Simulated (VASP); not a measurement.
# Ge (I4/mmm) in VASP: notebook

Ge is run at these levels: PBE; tasks: single point.

Everything below comes from runs of VASP 6.6.1. Logs are shortened: lines on timing, memory, paths and dates and some standing lists are left out, and cuts for length are marked.

## (1) The cell of the first run

It takes space group I4/mmm (No. 139, tetragonal). Conventional cell: a = 3.217 Å, b = 3.217 Å, c = 3.746 Å, α = 90.00°, β = 90.00°, γ = 90.00°. Within 3.9 Å of Ge (site symmetry 4/mmm) lie 14 Ge at 2.95 to 3.75 Å.

## (2) Single point, PBE

INCAR

```
  ALGO = Normal
  EDIFF = 1E-7
  ENCUT = 520
  GGA = PE
  ISIF = 2
  ISMEAR = 0
  LASPH = True
  LCHARG = True
  LELF = True
  LREAL = False
  LVHAR = True
  LWAVE = False
  NBANDS = 13
  NELM = 80
  PREC = Accurate
  SIGMA = 0.019000000000000003
```

KPOINTS

```
k-points
0
Gamma
  12 12 12
```

POSCAR

```
Ge
1.0
   -1.6084200000      1.6084200000      1.8731800000
    1.6084200000     -1.6084200000      1.8731800000
    1.6084200000      1.6084200000     -1.8731800000
Ge
1
Direct
    0.5000000000      0.5000000000      0.0000000000
```

Potentials or basis: VASP PAW PBE potentials, release 64 (Ge_d).

On the command line:

```
$ cat potpaw_PBE.64/Ge_d/POTCAR > POTCAR
$ mpirun -np 1 vasp_std > vasp.out
```

OUTCAR:

```text
EDIFF = 1E-7
   ENCUT = 520
   GGA = PE
   ISIF = 2
   ISMEAR = 0
   LASPH = True
   LREAL = False
   NELM = 80
   PREC = Accurate

 ion  position               nearest neighbor table
   1  0.500  0.500  0.000-

  LATTYP: Found a body centered tetragonal cell.
 ALAT       =     3.2168400000
 C/A-ratio  =     1.1646087465

  Lattice vectors:

 A1 = (  -1.6084200000,   1.6084200000,   1.8731800000)
 A2 = (   1.6084200000,  -1.6084200000,   1.8731800000)
 A3 = (   1.6084200000,   1.6084200000,  -1.8731800000)

Analysis of symmetry for initial positions (statically):
=====================================================================
 Subroutine PRICEL returns:
 Original cell was already a primitive cell.

 Routine SETGRP: Setting up the symmetry group for a
 body centered tetragonal supercell.

 Subroutine GETGRP returns: Found 16 space group operations
 (whereof 16 operations were pure point group operations)
 out of a pool of 16 trial point group operations.

The static configuration has the point symmetry D_4h.

Analysis of symmetry for dynamics (positions and initial velocities):
=====================================================================
 Subroutine PRICEL returns:
 Original cell was already a primitive cell.

 Routine SETGRP: Setting up the symmetry group for a
 body centered tetragonal supercell.

 Subroutine GETGRP returns: Found 16 space group operations
 (whereof 16 operations were pure point group operations)
 out of a pool of 16 trial point group operations.

The dynamic configuration has the point symmetry D_4h.

 Subroutine INISYM returns: Found 16 space group operations
 (whereof 16 operations are pure point group operations),
 and found     1 'primitive' translations

----------------------------------------------------------------------------------------

                                     Primitive cell

  volume of cell :      19.3838

  direct lattice vectors                    reciprocal lattice vectors
    -1.608420000  1.608420000  1.873180000     0.000000000  0.310864078  0.266925763
     1.608420000 -1.608420000  1.873180000     0.310864078  0.000000000  0.266925763
     1.608420000  1.608420000 -1.873180000     0.310864078  0.310864078  0.000000000

  length of vectors
     2.946664743  2.946664743  2.946664743     0.409738743  0.409738743  0.439628195

  position of ions in fractional coordinates (direct lattice)
     0.500000000  0.500000000  0.000000000

  ion indices of the primitive-cell ions
   primitive index   ion index
                 1           1

----------------------------------------------------------------------------------------

 KPOINTS: k-points

Automatic generation of k-mesh.
 Grid dimensions read from file:
 generate k-points for:   12   12   12

 Generating k-lattice:

  Cartesian coordinates                     Fractional coordinates (reciprocal lattice)
     0.000000000  0.025905340  0.022243814     0.083333333  0.000000000  0.000000000
     0.025905340  0.000000000  0.022243814     0.000000000  0.083333333  0.000000000
     0.025905340  0.025905340  0.000000000     0.000000000  0.000000000  0.083333333

  Length of vectors
     0.034144895  0.034144895  0.036635683

  Shift w.r.t. Gamma in fractional coordinates (k-lattice)
     0.000000000  0.000000000  0.000000000

 Subroutine IBZKPT returns following result:
 ===========================================

 Found    163 irreducible k-points:

 Following reciprocal coordinates:
            Coordinates               Weight
  0.000000  0.000000  0.000000      1.000000
  0.083333  0.000000 -0.000000      8.000000
  0.166667  0.000000  0.000000      8.000000
  0.250000 -0.000000  0.000000      8.000000
  0.333333 -0.000000  0.000000      8.000000
  0.416667 -0.000000  0.000000      8.000000
[... 16 lines left out ...]
  0.500000  0.166667  0.000000     16.000000
 -0.416667  0.166667 -0.000000     16.000000
 [... further k-points ...]
   k-points           NKPTS =    163   k-points in BZ     NKDIM =    163   number of bands    NBANDS=     13
   number of dos      NEDOS =    301   number of ions     NIONS =      1
   total plane-waves  NPLWV =  13824
   dimension x,y,z NGX =    24 NGY =   24 NGZ =   24
   dimension x,y,z NGXF=    48 NGYF=   48 NGZF=   48
   ions per type =               1
   NGX,Y,Z   is equivalent  to a cutoff of  13.54, 13.54, 13.54 a.u.
   NGXF,Y,Z  is equivalent  to a cutoff of  27.08, 27.08, 27.08 a.u.
 SYSTEM =  unknown system
   PREC   = accura    normal or accurate (medium, high low for compatibility)
   ISTART =      0    job   : 0-new  1-cont  2-samecut
   ICHARG =      2    charge: 1-file 2-atom 10-const
   ISPIN  =      1    spin polarized calculation?
   LNONCOLLINEAR =      F non collinear calculations
   LSORBIT =      F    spin-orbit coupling
   LASPH  =      T    aspherical Exc in radial PAW
   ENCUT  =  520.0 eV  38.22 Ry    6.18 a.u.   5.48  5.48  5.48*2*pi/ulx,y,z
   NELM   =     80;   NELMIN=  2; NELMDL= -5     # of ELM steps
   EDIFF  = 0.1E-06   stopping-criterion for ELM
   LREAL  =      F    real-space projection
   EDIFFG = 0.1E-05   stopping-criterion for IOM
   NSW    =      0    number of steps for IOM
   IBRION =     -1    ionic relax: 0-MD 1-quasi-New 2-CG
   NFREE  =      0    steps in history (QN), initial steepest desc. (CG)
   ISIF   =      2    stress and relaxation
   ISYM   =      2    0-nonsym 1-usesym 2-fastsym
   POTIM  = 0.5000    time-step for ionic-motion
   TEBEG  =    0.0;   TEEND  =   0.0 temperature during run
   PSTRESS=    0.0 pullay stress
   NELECT =      14.0000    total number of electrons
   NUPDOWN=      -1.0000    fix difference up-down
   EMIN   =  10.00;   EMAX   =-10.00  energy-range for DOS
   EFERMI =   0.00;   METHOD = LEGACY
   ISMEAR =     0;   SIGMA  =   0.02  broadening in eV -4-tet -1-fermi 0-gaus
   EFERMI_NEDOS =   21; number of points for ismear=-14 and -15
   IALGO  =     38    algorithm
   IMIX   =      4    mixing-type and parameters
     AMIX     =   0.40;   BMIX     =  1.00
     AMIX_MAG =   1.60;   BMIX_MAG =  1.00
  volume/ion in A,a.u.               =      19.38       130.81
  Fermi-wavevector in a.u.,A,eV,Ry     =   1.468829  2.775685 29.354024  2.157460
  Thomas-Fermi vector in A             =   2.584280
   LORBIT       =      0    0 simple, 1 ext, 2 COOP (PROOUT), +10 PAW based schemes
   GGA     = PE    functional components
   LHFCALC =     F    Hartree Fock is set to
   AEXX    =    0.0000 exact exchange contribution
   IVDW    =     0    specifies the selected vdW correction
   LEPSILON=     F    determine dielectric tensor
   LRPA    =     F    only Hartree local field effects (RPA)
 non-spin polarized calculation
 Gauss-broadening in eV      SIGMA  =   0.02
  energy-cutoff  :      520.00
  volume of cell :       19.38
 maximum number of plane-waves:       536
 NGX is ok and might be reduce to    24
   NGX = 11   NGY = 11   NGZ = 11

 number of electron      13.9999999 magnetization

 Free energy of the ion-electron system (eV)
  ---------------------------------------------------
  ext. energy  EPLUGINS =         0.00000000
  ---------------------------------------------------
  free energy    TOTEN  =        -4.18351945 eV

  energy without entropy =       -4.18346201  energy(sigma->0) =       -4.18349073

 E-fermi :   6.5985     XC(G=0): -11.1611

 val. band max:        6.5940841448   @ k =  -0.3333   0.3333   0.1667
 cond. band min:       6.6236471259   @ k =   0.3333   0.3333   0.1667
 fundamental gap:      0.0295629812
 Fermi energy:         6.5985394112

 k-point     1 :       0.0000    0.0000    0.0000
  band No.  band energies     occupation
      1     -18.2206      2.00000
      2     -18.2206      2.00000
      3     -18.2021      2.00000
      4     -18.1686      2.00000
      5     -18.1313      2.00000
      6      -6.4372      2.00000
      7      15.1098      0.00000
      8      15.4111      0.00000
      9      15.4111      0.00000
     10      20.4283      0.00000
     11      20.4283      0.00000
     12      21.8064      0.00000
     13      22.0379      0.00000

 k-point     2 :       0.0833    0.0000   -0.0000
  band No.  band energies     occupation
      1     -18.2179      2.00000
      2     -18.2178      2.00000
      3     -18.1992      2.00000
      4     -18.1689      2.00000
      5     -18.1328      2.00000
      6      -6.2647      2.00000
      7      13.7557      0.00000
      8      14.9266      0.00000
      9      15.1397      0.00000
     10      19.8220      0.00000
     11      20.6845      0.00000
     12      21.4797      0.00000
     13      22.8691      0.00000

 k-point     3 :       0.1667    0.0000    0.0000
  band No.  band energies     occupation
      1     -18.2178      2.00000
      2     -18.2118      2.00000
      3     -18.1836      2.00000
      4     -18.1693      2.00000
      5     -18.1362      2.00000
      6      -5.7477      2.00000
      7      10.8618      0.00000
      8      13.9558      0.00000
      9      14.8418      0.00000
     10      18.9190      0.00000
     11      19.9326      0.00000
     12      21.6603      0.00000
     13      22.6063      0.00000

 k-point     4 :       0.2500   -0.0000    0.0000
  band No.  band energies     occupation
      1     -18.2226      2.00000
      2     -18.2069      2.00000
      3     -18.1688      2.00000
      4     -18.1572      2.00000
      5     -18.1391      2.00000
      6      -4.8892      2.00000
      7       7.8402      0.00000
      8      13.0043      0.00000
      9      14.4797      0.00000
     10      18.1409      0.00000
     11      18.8174      0.00000
     12      21.1639      0.00000
     13      23.7716      0.00000

 k-point     5 :       0.3333   -0.0000    0.0000
  band No.  band energies     occupation
      1     -18.2283      2.00000
      2     -18.2068      2.00000
      3     -18.1675      2.00000
      4     -18.1384      2.00000
      5     -18.1297      2.00000
      6      -3.7041      2.00000
      7       5.0280      2.00000
      8      12.2600      0.00000
      9      14.1556      0.00000
     10      17.4698      0.00000
     11      17.9581      0.00000
     12      21.2271      0.00000
     13      25.1667      0.00000

 k-point     6 :       0.4167   -0.0000    0.0000
  band No.  band energies     occupation
      1     -18.2327      2.00000
      2     -18.2093      2.00000
      3     -18.1670      2.00000
      4     -18.1352      2.00000
      5     -18.1094      2.00000
      6      -2.2632      2.00000
      7       2.5892      2.00000
      8      11.7936      0.00000
      9      13.9402      0.00000
     10      17.0103      0.00000
     11      17.4329      0.00000
     12      21.7640      0.00000
     13      24.5514      0.00000

 k-point     7 :       0.5000   -0.0000    0.0000
  band No.  band energies     occupation
      1     -18.2343      2.00000
      2     -18.2107      2.00000
      3     -18.1670      2.00000
      4     -18.1335      2.00000
      5     -18.1019      2.00000
      6      -1.2094      2.00000
      7       1.1998      2.00000
      8      11.6352      0.00000
      9      13.8657      0.00000
     10      16.8481      0.00000
     11      17.2570      0.00000
     12      22.2930      0.00000
     13      23.7093      0.00000
[... 193 lines left out ...]
 k-point    20 :       0.2500    0.1667    0.0000
  band No.  band energies     occupation
      1     -18.2200      2.00000
      2     -18.2016      2.00000
      3     -18.1626      2.00000
      4     -18.1498      2.00000
      5     -18.1297      2.00000
      6      -3.3520      2.00000
      7       5.8534      2.00000
      8       8.5123      0.00000
      9      13.3481      0.00000
     10      18.8708      0.00000
     11      20.5708      0.00000
     12      23.3312      0.00000
     13      24.2965      0.00000

 k-point    21 :       0.3333    0.1667    0.0000
  band No.  band energies     occupation
      1     -18.2242      2.00000
      2     -18.1984      2.00000
      3     -18.1612      2.00000
      4     -18.1443      2.00000
      5     -18.1198      2.00000
      6      -1.9584      2.00000
      7       3.4608      2.00000
      8       8.1336      0.00000
      9      12.6723      0.00000
     10      18.5309      0.00000
     11      20.4791      0.00000
     12      23.1634      0.00000
     13      24.5995      0.00000

 k-point    22 :       0.4167    0.1667    0.0000
  band No.  band energies     occupation
      1     -18.2272      2.00000
      2     -18.1968      2.00000
      3     -18.1615      2.00000
      4     -18.1407      2.00000
      5     -18.1147      2.00000
      6      -0.7543      2.00000
      7       1.8368      2.00000
      8       8.1634      0.00000
      9      12.2154      0.00000
     10      18.1961      0.00000
     11      19.7518      0.00000
     12      23.1045      0.00000
     13      26.1499      0.00000

 k-point    23 :       0.5000    0.1667    0.0000
  band No.  band energies     occupation
      1     -18.2283      2.00000
      2     -18.1968      2.00000
      3     -18.1617      2.00000
      4     -18.1428      2.00000
      5     -18.1149      2.00000
      6      -1.5073      2.00000
      7       2.8010      2.00000
      8       8.5624      0.00000
      9      12.0156      0.00000
     10      17.6253      0.00000
     11      19.6209      0.00000
     12      23.0026      0.00000
     13      27.0548      0.00000

 k-point    24 :      -0.4167    0.1667   -0.0000
  band No.  band energies     occupation
      1     -18.2279      2.00000
      2     -18.2003      2.00000
      3     -18.1618      2.00000
      4     -18.1458      2.00000
      5     -18.1221      2.00000
      6      -2.9433      2.00000
      7       5.0642      2.00000
      8       9.3256      0.00000
      9      12.0695      0.00000
     10      17.0857      0.00000
     11      19.9426      0.00000
     12      22.9235      0.00000
     13      24.6328      0.00000

 [... further k-points ...]
[... 5 lines left out ...]
  --------------------------------------------------------------------------------------
  -------------------------------------------------------------------------------------
  Total        0.0677615      0.0677615      0.1844162      0.0000000      0.0000000      0.0000000
  in kB        5.6008661      5.6008661     15.2430260      0.0000000      0.0000000      0.0000000
  external PRESSURE =       8.8149194 kB  Pullay stress =       0.0000000 kB

 VOLUME and BASIS-vectors are now :
 -----------------------------------------------------------------------------
  energy-cutoff  :      520.00
  volume of cell :       19.38
      direct lattice vectors                 reciprocal lattice vectors
    -1.608420000  1.608420000  1.873180000     0.000000000  0.310864078  0.266925763
     1.608420000 -1.608420000  1.873180000     0.310864078  0.000000000  0.266925763
     1.608420000  1.608420000 -1.873180000     0.310864078  0.310864078  0.000000000

 POSITION                                       TOTAL-FORCE (eV/Angst)
 -----------------------------------------------------------------------------------
      0.00000      0.00000      1.87318         0.000000      0.000000      0.000000
 -----------------------------------------------------------------------------------
    total drift:                               -0.000000      0.000000      0.000000

  FREE ENERGIE OF THE ION-ELECTRON SYSTEM (eV)
  ---------------------------------------------------
  free  energy   TOTEN  =        -4.1835194492 eV

  energy  without entropy=       -4.1834620080  energy(sigma->0) =       -4.18349073
```

It took 17 s on 1 thread of AMD EPYC 9R45 (Zen 5), shared host; peak memory 0.13 GiB.

Results:

* Free energy: -4.1835 eV
* Pressure: 0.9 GPa
* Band gap on the k mesh: zero (band 7 reaches 15.11 eV, above the bottom of band 8 at 3.80 eV)

(Part 1 of 3 ends here.)
